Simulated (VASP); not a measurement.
## NaF: single point with LDA

Crystal: NaF.

```
CELL_PARAMETERS angstrom
0.00000 2.29717 2.29717
2.29717 0.00000 2.29717
2.29717 2.29717 0.00000
ATOMIC_POSITIONS crystal
Na 0.00000 0.00000 0.00000
F 0.50000 0.50000 0.50000
```

```yaml
Program: VASP 6.6.1
Task: single point
Functional: LDA
Potentials_or_basis: VASP PAW LDA potentials, release 64 (Na_pv, F)
Cutoff: 600 eV
k_mesh: 4 × 4 × 4
Occupations: gaussian, width 0.01 eV
Spin: no spin polarisation
Dipole_correction: no
Further_INCAR_settings: ALGO = Normal; EDIFF = 1e-06; NBANDS = 14
```

| Property | Result |
| --- | --- |
| Pressure | -3.4 GPa |
| Band gap on the k mesh | 6.09 eV |

Levels at points of the mesh, in eV from the valence-band top:
```csv
k point,band 5,band 6,band 7,band 8,band 9,band 10
"(0.00, 0.00, 0.00)",0.00,0.00,0.00,6.09,18.71,18.71
"(0.50, 0.00, 0.00)",-1.72,-0.28,-0.28,10.54,12.31,19.94
"(0.50, 0.50, 0.00)",-1.37,-0.43,-0.43,12.92,12.96,13.50
```

Run time: 8.7 s on 1 thread of Intel(R) Xeon(R) Platinum 8259CL CPU @ 2.50GHz (Skylake/Cascade Lake), on a shared host, peak memory 0.13 GiB.

Caveat: the k points lie up to 0.59 Å⁻¹ apart.
